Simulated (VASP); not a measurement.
Wanted: the native input for a VASP 6.6.1 run.

| Quantity | Value |
| --- | --- |
| Task | single point |
| Functional | PBEsol |
| Potentials or basis | VASP PAW PBE potentials, release 64 (Pb_d, Te) |
| Cutoff | 500 eV |
| k mesh | 5 × 5 × 5 |
| Occupations | fermi-dirac, width 0.0309 eV |
| Spin | no spin polarisation |
| Dipole correction | no |
| Further INCAR settings | ALGO = Normal; EDIFF = 1e-06; NBANDS = 17 |

The structure of TePb lies in POSCAR:

```
TePb
1.0
    0.0000000000      3.1329470000      3.1329470000
    3.1329470000      0.0000000000      3.1329470000
    3.1329470000      3.1329470000      0.0000000000
Pb Te
1 1
Direct
    0.0000000000      0.0000000000      0.0000000000
    0.5000000000      0.5000000000      0.5000000000
```

These files were run (other wordings do the same):

INCAR

```
PREC = Accurate
ENCUT = 500
EDIFF = 1E-6
ISMEAR = -1
SIGMA = 0.0309
LREAL = F
LASPH = T
NELM = 120
ALGO = Normal
ISIF = 2
LWAVE = F
LCHARG = F
GGA = PS
NBANDS = 17
GGA_COMPAT = F
```

KPOINTS

```
regular mesh
0
Gamma
  5 5 5
```

Potentials or basis: VASP PAW PBE potentials, release 64 (Pb_d, Te).

The run is started by

```sh
$ cat potpaw_PBE.64/Pb_d/POTCAR potpaw_PBE.64/Te/POTCAR > POTCAR
$ mpirun -np 1 vasp_std > vasp.out
```

Results of the run:

```json
{
 "Pressure": "4.5 GPa"
}
```

Caveat: the PAW data sets were made with another functional, which shifts forces and pressure a little.

Run time: 8.9 s on 1 thread of Intel(R) Xeon(R) Platinum 8488C (Sapphire Rapids) (shared host), peak memory 0.17 GiB.
